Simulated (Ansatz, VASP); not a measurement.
## Hf2H3 in VASP and in Ansatz

```
Hf H
1.0
     5.18086    0.00000    0.00000
    -2.59043    4.48676    0.00000
     0.00000    0.00000    2.90866
Hf H
2 3
Direct
  0.33333 0.66667 0.00000
  0.66667 0.33333 0.00000
  0.00000 0.00000 0.17122
  0.00000 0.00000 0.82878
  0.00000 0.00000 0.50000
```

Alike in both runs: functional PBE; k mesh 12 × 12 × 14; occupations gaussian, width 0.1 eV; no spin polarisation.

Ansatz relaxed the structure, and its values are those at the end. VASP's run is a single point on that final structure, the one shown.

```csv
,VASP,Ansatz
version,VASP 6.6.1,Ansatz 0.2.0
potentials or method,"VASP PAW PBE potentials, release 64 (Hf_pv, H), cutoff 520 eV","scalar-relativistic, plane waves, PAW"
valence electrons in the cell,23,55
```

Ansatz gave:

```
gap on the k mesh at the Fermi level (eV) : none
pressure (GPa)                            : 0.0
```

Which values does VASP return?

gap on the k mesh at the Fermi level (eV): none; pressure (GPa): -0.3.

A gap of «none» marks a metal or a gap that the smearing closes. The functional is the same, so the differences come from potentials, cutoffs and numerics. VASP's potentials hold 23 valence electrons a cell and Ansatz's 55, so a difference there can come from the potentials and not from the codes.

Spin-orbit coupling is off throughout.
